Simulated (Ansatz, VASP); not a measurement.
## Si7Mo in VASP and in Ansatz

```
CELL_PARAMETERS angstrom
-2.45757 2.73894 -0.00665
-2.45757 -2.73894 -0.00665
-0.02397 0.00000 9.22018
ATOMIC_POSITIONS crystal
Si 0.57663 0.91749 0.74861
Si 0.08251 0.42337 0.25139
Si 0.01267 0.49279 0.74863
Si 0.50721 0.98733 0.25137
Si 0.29487 0.70513 0.00000
Si 0.29464 0.20534 0.53785
Si 0.79466 0.70536 0.46215
Mo 0.79486 0.20514 0.00000
```

Alike in both runs: task single point; functional PBE; k mesh 6 × 6 × 4; occupations gaussian, width 0.2 eV; no spin polarisation.

|  | VASP | Ansatz |
| --- | --- | --- |
| version | VASP 6.6.1 | Ansatz 0.2.0 |
| potentials or method | VASP PAW PBE potentials, release 64 (Si, Mo_sv), cutoff 520 eV | scalar-relativistic, plane waves, PAW |
| valence electrons in the cell | 42 | 42 |

```csv
,VASP,Ansatz,Ansatz less VASP
gap on the k mesh at the Fermi level (eV),none,none,-
pressure (GPa),0.1,0.1,+0.02
"traceless stress, the component that is largest in VASP (GPa)",0.06,0.06,+0.002
rms of the force components (eV/Å),0.014,0.011,-0.0027
```

Atom by atom the forces differ by 0.004 eV/Å (rms over components). A gap of «none» marks a metal or a gap that the smearing closes.
